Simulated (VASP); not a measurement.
# Al2O3 (P-3m1) in VASP: density of states with PBEsol

Aim: the density of states of Al2O3 with PBEsol.

Program: VASP 6.6.1. These are calculated values, not measurements. Logs are shortened: lines on timing, memory, paths and dates and some standing lists are left out, and cuts for length are marked.

### Step 1. The cell of the first run

It takes space group P-3m1 (No. 164, trigonal). Conventional cell: a = 3.017 Å, b = 3.017 Å, c = 7.575 Å, α = 90.00°, β = 90.00°, γ = 120.00°. Within 2.2 Å of Al (site symmetry 3m) lie 4 O at 1.68 to 1.84 Å. Within 2.4 Å of O (site symmetry 3m) lie 3 Al at 1.84 Å. O (site symmetry -3m) has 2 Al at 1.68 Å within 2.2 Å.

### Step 2. Density of states, PBEsol

File POSCAR:

```
Al2O3
1.0
    3.0174825400      0.0000000000      0.0000000000
   -1.5087412700      2.6132165400      0.0000000000
    0.0000000000      0.0000000000      7.5746360000
Al O
2 3
Direct
    0.0000000000      0.0000000000      0.2779510000
    0.0000000000      0.0000000000      0.7220490000
    0.3333333300      0.6666666700      0.1994540000
    0.6666666700      0.3333333300      0.8005460000
    0.0000000000      0.0000000000      0.5000000000
```

File INCAR.step1:

```
SYSTEM = Al2O3
PREC = Accurate ; ENCUT = 520
EDIFF = 1E-7 ; ISMEAR = 0
SIGMA = 0.01 ; LREAL = .False.
LASPH = .True. ; NELM = 60
ALGO = Normal ; ISIF = 2
LWAVE = .False. ; LCHARG = .True.
GGA = PS ; NBANDS = 20
```

File KPOINTS.step1:

```
regular mesh
0
Gamma
  12 12 4
  0 0 0
```

File INCAR.step2:

```
SYSTEM = Al2O3
PREC = Accurate ; ENCUT = 520
EDIFF = 1E-7 ; ISMEAR = -5
SIGMA = 0.01 ; LREAL = .False.
LASPH = .True. ; NELM = 60
ALGO = Normal ; ISIF = 2
LWAVE = .False. ; LCHARG = .False.
GGA = PS ; LORBIT = 10
NBANDS = 20 ; NEDOS = 1001
ICHARG = 11
```

File KPOINTS.step2:

```
regular mesh
0
Gamma
  18 18 6
  0 0 0
```

Potentials or basis: VASP PAW PBE potentials, release 64 (Al, O).

Run with:

```console
cat potpaw_PBE.64/Al/POTCAR potpaw_PBE.64/O/POTCAR > POTCAR
cp INCAR.step1 INCAR
cp KPOINTS.step1 KPOINTS
mpirun -np 1 vasp_std > vasp.out
cp INCAR.step2 INCAR
cp KPOINTS.step2 KPOINTS
mpirun -np 1 vasp_std > vasp.out
```

OUTCAR:

```text
SYSTEM = Al2O3
   PREC = Accurate
   ENCUT = 520
   EDIFF = 1E-7
   ISMEAR = -5
   LREAL = .False.
   LASPH = .True.
   NELM = 60
   ISIF = 2
   GGA = PS
   LORBIT = 10
   ICHARG = 11

 ion  position               nearest neighbor table
   1  0.000  0.000  0.278-   5 1.68   3 1.84   3 1.84   3 1.84   2 3.36
   2  0.000  0.000  0.722-   5 1.68   4 1.84   4 1.84   4 1.84   1 3.36
   3  0.333  0.667  0.199-   1 1.84   1 1.84   1 1.84
   4  0.667  0.333  0.801-   2 1.84   2 1.84   2 1.84
   5  0.000  0.000  0.500-   1 1.68   2 1.68

  LATTYP: Found a hexagonal cell.
 ALAT       =     3.0174825400
 C/A-ratio  =     2.5102501504

  Lattice vectors:

 A1 = (   3.0174825400,   0.0000000000,   0.0000000000)
 A2 = (  -1.5087412700,   2.6132165400,   0.0000000000)
 A3 = (   0.0000000000,   0.0000000000,   7.5746360000)

Analysis of symmetry for initial positions (statically):
=====================================================================
 Subroutine PRICEL returns:
 Original cell was already a primitive cell.

 Routine SETGRP: Setting up the symmetry group for a
 hexagonal supercell.

 Subroutine GETGRP returns: Found 12 space group operations
 (whereof 12 operations were pure point group operations)
 out of a pool of 24 trial point group operations.

The static configuration has the point symmetry D_3d.

Analysis of symmetry for dynamics (positions and initial velocities):
=====================================================================
 Subroutine PRICEL returns:
 Original cell was already a primitive cell.

 Routine SETGRP: Setting up the symmetry group for a
 hexagonal supercell.

 Subroutine GETGRP returns: Found 12 space group operations
 (whereof 12 operations were pure point group operations)
 out of a pool of 24 trial point group operations.

The dynamic configuration has the point symmetry D_3d.

 Subroutine INISYM returns: Found 12 space group operations
 (whereof 12 operations are pure point group operations),
 and found     1 'primitive' translations

----------------------------------------------------------------------------------------

                                     Primitive cell

  volume of cell :      59.7285

  direct lattice vectors                    reciprocal lattice vectors
[... 104 lines left out ...]
   TEBEG  =    0.0;   TEEND  =   0.0 temperature during run
   PSTRESS=    0.0 pullay stress
   NELECT =      24.0000    total number of electrons
   NUPDOWN=      -1.0000    fix difference up-down
   EMIN   =  10.00;   EMAX   =-10.00  energy-range for DOS
   EFERMI =   0.00;   METHOD = LEGACY
   ISMEAR =    -5;   SIGMA  =   0.01  broadening in eV -4-tet -1-fermi 0-gaus
   EFERMI_NEDOS =   21; number of points for ismear=-14 and -15
   IALGO  =     38    algorithm
   IMIX   =      4    mixing-type and parameters
     AMIX     =   0.40;   BMIX     =  1.00
     AMIX_MAG =   1.60;   BMIX_MAG =  1.00
  volume/ion in A,a.u.               =      11.95        80.61
  Fermi-wavevector in a.u.,A,eV,Ry     =   1.208049  2.282882 19.856107  1.459383
  Thomas-Fermi vector in A             =   2.343669
   LORBIT       =     10    0 simple, 1 ext, 2 COOP (PROOUT), +10 PAW based schemes
   GGA     = PS    functional components
   LHFCALC =     F    Hartree Fock is set to
   AEXX    =    0.0000 exact exchange contribution
   IVDW    =     0    specifies the selected vdW correction
   LEPSILON=     F    determine dielectric tensor
   LRPA    =     F    only Hartree local field effects (RPA)
 non-spin polarized calculation
 Fermi weights with tetrahedron method with Bloechl corrections
  energy-cutoff  :      520.00
  volume of cell :       59.73
 maximum number of plane-waves:      1636
 NGX is ok and might be reduce to    24

 number of electron      24.0000012 magnetization

 Free energy of the ion-electron system (eV)
  ---------------------------------------------------
  ext. energy  EPLUGINS =         0.00000000
  ---------------------------------------------------
  free energy    TOTEN  =       -37.72804905 eV

  energy without entropy =      -37.72804905  energy(sigma->0) =      -37.72804905

 E-fermi :   3.7550     XC(G=0):  -9.9413

 val. band max:        3.7447891704   @ k =   0.0000   0.0000   0.0000
 cond. band min:       5.9389882524   @ k =   0.0000   0.0000   0.0000
 fundamental gap:      2.1941990820
 Fermi energy:         3.7549511412

 k-point     1 :       0.0000    0.0000    0.0000
  band No.  band energies     occupation
      1     -15.8025      2.00000
      2     -15.6058      2.00000
      3     -13.0413      2.00000
      4      -2.1389      2.00000
      5      -0.7758      2.00000
      6       0.0128      2.00000
[... 541 lines left out ...]
     19      14.7287      0.00000
     20      16.4053      0.00000

 [... further k-points ...]

------------------------ aborting loop because EDIFF is reached ----------------------------------------

  FORCE on cell =-STRESS in cart. coord.  units (eV):
  Direction    XX          YY          ZZ          XY          YZ          ZX
  --------------------------------------------------------------------------------------
  -------------------------------------------------------------------------------------
  Total       -1.4691919     -1.4691919     -0.9801830      0.0000000      0.0000000      0.0000000
  in kB      -39.4100679    -39.4100680    -26.2927388      0.0000000      0.0000000      0.0000000
  external PRESSURE =     -35.0376249 kB  Pullay stress =       0.0000000 kB

 VOLUME and BASIS-vectors are now :
 -----------------------------------------------------------------------------
  energy-cutoff  :      520.00
  volume of cell :       59.73
      direct lattice vectors                 reciprocal lattice vectors
     3.017482540  0.000000000  0.000000000     0.331402083  0.191335082  0.000000000
    -1.508741270  2.613216540  0.000000000     0.000000000  0.382670163  0.000000000
     0.000000000  0.000000000  7.574636000     0.000000000  0.000000000  0.132019545

 POSITION                                       TOTAL-FORCE (eV/Angst)
 -----------------------------------------------------------------------------------
      0.00000      0.00000      2.10538        -0.000000     -0.000000      0.091834
      0.00000      0.00000      5.46926        -0.000000      0.000000     -0.091834
     -0.00000      1.74214      1.51079         0.000000     -0.000000      0.188138
      1.50874      0.87107      6.06384        -0.000000      0.000000     -0.188138
      0.00000      0.00000      3.78732        -0.000000      0.000000     -0.000000
 -----------------------------------------------------------------------------------
    total drift:                                0.000000      0.000000      0.000000

  FREE ENERGIE OF THE ION-ELECTRON SYSTEM (eV)
  ---------------------------------------------------
  free  energy   TOTEN  =       -37.7280490516 eV

  energy  without entropy=      -37.7280490516  energy(sigma->0) =      -37.72804905

 total charge

# of ion       s       p       d       tot
------------------------------------------
    1        0.345   0.433   0.000   0.777
    2        0.345   0.433   0.000   0.777
    3        1.541   3.572   0.000   5.113
    4        1.541   3.572   0.000   5.113
    5        1.547   3.608   0.000   5.155
--------------------------------------------------
tot          5.319  11.618   0.000  16.936
```

OSZICAR.step1:

```text
N       E                     dE             d eps       ncg     rms          rms(c)
DAV:   1     0.103875810657E+03    0.10388E+03   -0.12523E+04  2760   0.110E+03
DAV:   2    -0.357694157296E+02   -0.13965E+03   -0.13414E+03  3404   0.237E+02
DAV:   3    -0.427810575584E+02   -0.70116E+01   -0.69885E+01  3520   0.563E+01
DAV:   4    -0.428344622601E+02   -0.53405E-01   -0.53391E-01  3556   0.548E+00
DAV:   5    -0.428350730041E+02   -0.61074E-03   -0.61073E-03  3456   0.566E-01    0.131E+01
DAV:   6    -0.379136425614E+02    0.49214E+01   -0.16218E+01  3116   0.274E+01    0.515E+00
DAV:   7    -0.378107256892E+02    0.10292E+00   -0.49674E-01  3364   0.514E+00    0.269E+00
DAV:   8    -0.377369197463E+02    0.73806E-01   -0.91286E-02  3496   0.267E+00    0.840E-01
DAV:   9    -0.377268198121E+02    0.10100E-01   -0.35320E-02  3792   0.167E+00    0.239E-01
DAV:  10    -0.377278069579E+02   -0.98715E-03   -0.51076E-03  3216   0.513E-01    0.168E-01
DAV:  11    -0.377280906270E+02   -0.28367E-03   -0.12045E-03  3180   0.218E-01    0.389E-02
DAV:  12    -0.377280669941E+02    0.23633E-04   -0.11245E-04  3848   0.909E-02    0.130E-02
DAV:  13    -0.377280722697E+02   -0.52756E-05   -0.28335E-05  3188   0.406E-02    0.706E-03
DAV:  14    -0.377280726253E+02   -0.35560E-06   -0.19786E-06  3680   0.105E-02    0.242E-03
DAV:  15    -0.377280726806E+02   -0.55338E-07   -0.24557E-07  3040   0.336E-03
   1 F= -.37728073E+02 E0= -.37728073E+02  d E =-.302421E-18
```

It took 3.5 min on 1 thread of Intel Xeon Platinum 8488C (Sapphire Rapids), shared host; peak memory 0.3 GiB.

Results:

| Quantity | Value |
| --- | --- |
| Valence electrons inside the program's atomic spheres | Al 0.78; O 5.11, 5.16 |

Levels at points of the mesh, in eV from the valence-band top:
| k point | band 9 | band 10 | band 11 | band 12 | band 13 | band 14 | band 15 | band 16 |
| --- | --- | --- | --- | --- | --- | --- | --- | --- |
| (0.00, 0.00, 0.00) | -3.72 | -2.34 | 0.00 | 0.00 | 2.19 | 4.19 | 7.22 | 10.39 |
| (0.50, 0.00, 0.00) | -3.56 | -3.12 | -1.78 | -0.49 | 4.45 | 6.08 | 8.06 | 8.83 |
| (0.00, 0.00, 0.50) | -3.67 | -3.12 | 0.00 | 0.00 | 3.15 | 3.23 | 7.98 | 8.63 |
| (0.50, 0.00, 0.50) | -3.45 | -3.34 | -1.70 | -0.49 | 4.90 | 5.47 | 8.00 | 8.52 |

Caveat: the PAW data sets were made with another functional, which shifts forces and pressure a little.
